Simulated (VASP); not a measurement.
Wanted: the native input for a VASP 6.6.1 run.

| Quantity | Value |
| --- | --- |
| Task | single point |
| Functional | PBE |
| Potentials or basis | VASP PAW PBE potentials, release 64 (F, V_sv) |
| Cutoff | 600 eV |
| k mesh | 7 × 7 × 4 |
| Occupations | fermi-dirac, width 0.05 eV |
| Spin | collinear spin, ferromagnetic start |
| Starting moments | [0.0, 3.0, 3.0] μB |
| Dipole correction | no |
| Further INCAR settings | ALGO = Normal; EDIFF = 1e-06; NBANDS = 28 |

The structure of V2F lies in POSCAR:

```
V2F
1.0
    2.9849730000      0.0000000000      0.0000000000
   -1.4924870000      2.5850630000      0.0000000000
    0.0000000000      0.0000000000      4.8744410000
F V
1 2
Direct
    0.0000000000      0.0000000000      0.0000000000
    0.3333330000      0.6666670000      0.2500000000
    0.6666670000      0.3333330000      0.7500000000
```

These files were run (other wordings do the same):

INCAR

```
SYSTEM = V2F
PREC     = Accurate       ! precision mode
ENCUT    = 600            ! plane-wave cutoff, eV
EDIFF    = 1E-6           ! SCF threshold, eV
ISMEAR   = -1             ! smearing method
SIGMA    = 0.05           ! smearing width, eV
LREAL    = .FALSE.        ! projectors in reciprocal space
LASPH    = .TRUE.         ! aspherical terms in the spheres
NELM     = 200            ! most SCF steps
ALGO     = Normal         ! electronic algorithm
ISIF     = 2              ! what is computed and relaxed
LWAVE    = .FALSE.        ! write WAVECAR
LCHARG   = .TRUE.         ! write CHGCAR
ISPIN    = 2              ! spin polarisation
MAGMOM   = 0 3 3          ! initial moments
LORBIT   = 11             ! projections on sites
LMAXMIX  = 4              ! l up to which the mixer works
GGA      = PE             ! functional
LELF     = .TRUE.         ! ELF
LVHAR    = .TRUE.       
NBANDS   = 28             ! bands
GGA_COMPAT= .FALSE.
```

KPOINTS

```
regular mesh
0
G
  7 7 4
  0 0 0
```

Potentials or basis: VASP PAW PBE potentials, release 64 (F, V_sv).

Run with:

```bash
$ cat potpaw_PBE.64/F/POTCAR potpaw_PBE.64/V_sv/POTCAR > POTCAR
$ mpirun -np 1 vasp_std > vasp.out
```

Results of the run:

```yaml
Pressure: -1.0 GPa
Largest_force: 2.832 eV/Å
Net_moment: 1.43 μB per cell
Site_moments: F +0.03; V +0.65 μB
Valence_electrons_inside_the_program's_atomic_spheres: F 6.14; V 11.41
```

Caveat: forces of over 1 eV/Å act on the atoms, so gaps and moduli don't describe the material at rest.

Run time: 46 s on 1 thread of AMD EPYC 9R45 96-Core Processor (Zen 5), with other jobs on the host, peak memory 0.17 GiB.
